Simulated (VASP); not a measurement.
Write the native input for VASP 6.6.1 that does the following.

```
Task                   : single point
Functional             : PBE
Potentials or basis    : VASP PAW PBE potentials, release 64 (Ga_d, As)
Cutoff                 : 520 eV
k mesh                 : 4 × 4 × 4
Occupations            : gaussian, width 0.1 eV
Spin                   : no spin polarisation
Dipole correction      : no
Further INCAR settings : ALGO = Normal; EDIFF = 1e-07; NBANDS = 22
```

The structure of GaAs3 lies in POSCAR:

```
GaAs3
1.0
    4.9782336793      0.0000000000      0.0000000000
    0.0000000000      4.9782336793      0.0000000000
    0.0000000000      0.0000000000      4.9782336793
Ga As
1 3
Direct
    0.5000000000      0.5000000000      0.5000000000
    0.0000000000      0.5000000000      0.5000000000
    0.5000000000      0.0000000000      0.5000000000
    0.5000000000      0.5000000000      0.0000000000
```

The cell was generated, and may not be a known phase.

One way to write it, as run:

INCAR

```
SYSTEM = GaAs3
  PREC = Accurate
  ENCUT = 520
  EDIFF = 1E-7
  ISMEAR = 0
  SIGMA = 0.1
  LREAL = .False.
  LASPH = .True.
  NELM = 60
  ALGO = Normal
  ISIF = 2
  LWAVE = .False.
  LCHARG = .True.
  GGA = PE
  LELF = .True.
  LVHAR = .True.
  NBANDS = 22
```

KPOINTS

```
Automatic mesh
0
Gamma
  4 4 4
  0 0 0
```

Potentials or basis: VASP PAW PBE potentials, release 64 (Ga_d, As).

Launch:

```bash
$ cat potpaw_PBE.64/Ga_d/POTCAR potpaw_PBE.64/As/POTCAR > POTCAR
$ mpirun -np 1 vasp_std > vasp.out
```

It gave:

```
Pressure               : 0.2 GPa
Band gap on the k mesh : zero (bands 14 and 15 overlap by 1.51 eV)
```

Wall time 39 s on 1 thread of Intel Xeon 8259CL (shared host), peak memory 0.24 GiB.
